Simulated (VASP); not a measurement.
Runs of VASP 6.6.1 on LiF. The structure is that of space group Pm-3m (No. 221), or close to it. The cells are those of the table. 

| task | level | cell | cutoff (eV) | gap on the mesh (eV) | pressure (GPa) | relaxed volume (Å³/atom) |
| --- | --- | --- | --- | --- | --- | --- |
| single point | BLYP+D3(BJ) | a = 2.487 Å, 2 atoms | 520 | 8.47 | - | - |
| single point | PBEsol+D3(BJ) | a = 2.490 Å, 2 atoms | 520 | 8.09 | - | - |
| relaxation of cell and atoms | BLYP+D3(BJ) | relaxed from a = 2.560 Å, 2 atoms | 600 | (a) | 0.0 | 7.62 |
| relaxation of cell and atoms | PBEsol+D3(BJ) | relaxed from a = 2.560 Å, 2 atoms | 600 | (b) | 0.0 | 7.64 |

Alike in all rows: potentials or basis VASP PAW PBE potentials, release 64 (Li_sv, F); no spin polarisation; k mesh 8 × 8 × 8; smearing methfessel-paxton 0.02 eV.

**Question.** Estimate the missing entries.

**Answer.** (a) 8.55; (b) 8.17.

Caveats: the cutoff is under 1.25 times the usual one of these potentials, so pressure, stress and relaxed cells hold a basis-set (Pulay) error; the PAW data sets were made with another functional, which shifts forces and pressure a little.

A k mesh can miss the band edges.
